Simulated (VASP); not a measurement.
MnS:

```
Mn S
1.0
     0.00000    2.82232    2.82232
     2.82232    0.00000    2.82232
     2.82232    2.82232    0.00000
Mn S
1 1
Direct
  0.00000 0.00000 0.00000
  0.25000 0.25000 0.25000
```

Base run:

| Property | Result |
| --- | --- |
| Program | VASP 6.6.1 |
| Functional | PBE |
| Potentials or basis | VASP PAW PBE potentials, release 64 (Mn_pv, S) |
| Cutoff | 500 eV |
| k mesh | 10 × 10 × 10 |
| Occupations | gaussian, width 0.05 eV |
| Spin | no spin polarisation |

Its results: band gap on the k mesh zero (an odd number of electrons rules out a gap without spin polarisation); pressure -21.2 GPa.

Question: The run is repeated on the same cell with these changes: spin from no spin polarisation to collinear spin, ferromagnetic start; further incar settings from ALGO = Normal; EDIFF = 1e-06; NBANDS = 16 to ALGO = Normal; EDIFF = 1e-06; NBANDS = 20. What comes out?

Answer: Band gap on the k mesh zero (filled and empty bands overlap); pressure 0.0 GPa; net moment 4.97 μB per cell; site moments Mn +4.37; S +0.09 μB.

Caveats: semilocal functionals often make such compounds metallic where correlation or magnetic order opens a gap, which also shifts bond lengths; the cell stands under tension (at least some runs); a cell with one magnetic atom can't hold antiferromagnetic order, which such compounds often take (at least some runs).
